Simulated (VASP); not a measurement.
Runs of VASP 6.6.1 on K3Pd. The structure is that of space group Pm-3m (No. 221), or close to it. The cells are those of the table. 

```tsv
cell	gap on the mesh (eV)	pressure (GPa)
a = 5.334 Å, 4 atoms	none	(a)
a = 5.445 Å, 4 atoms	none	0.0
a = 5.517 Å, 4 atoms	none	(b)
a = 5.371 Å, 4 atoms	none	0.4
a = 5.408 Å, 4 atoms	none	0.2
a = 5.552 Å, 4 atoms	none	-0.5
a = 5.481 Å, 4 atoms	none	-0.2
```

Alike in all rows: task single point; level PBE; potentials or basis VASP PAW PBE potentials, release 64 (Pd, K_sv); no spin polarisation; k mesh 5 × 5 × 5; cutoff (eV) 520; smearing fermi-dirac 0.05 eV.

Problem. Fill in the values left out.

Solution. (a) 0.6; (b) -0.3.

A k mesh can miss the band edges, and the runs leave out spin-orbit coupling on Pd.

A gap of «none» marks levels without a gap at the run's occupations.
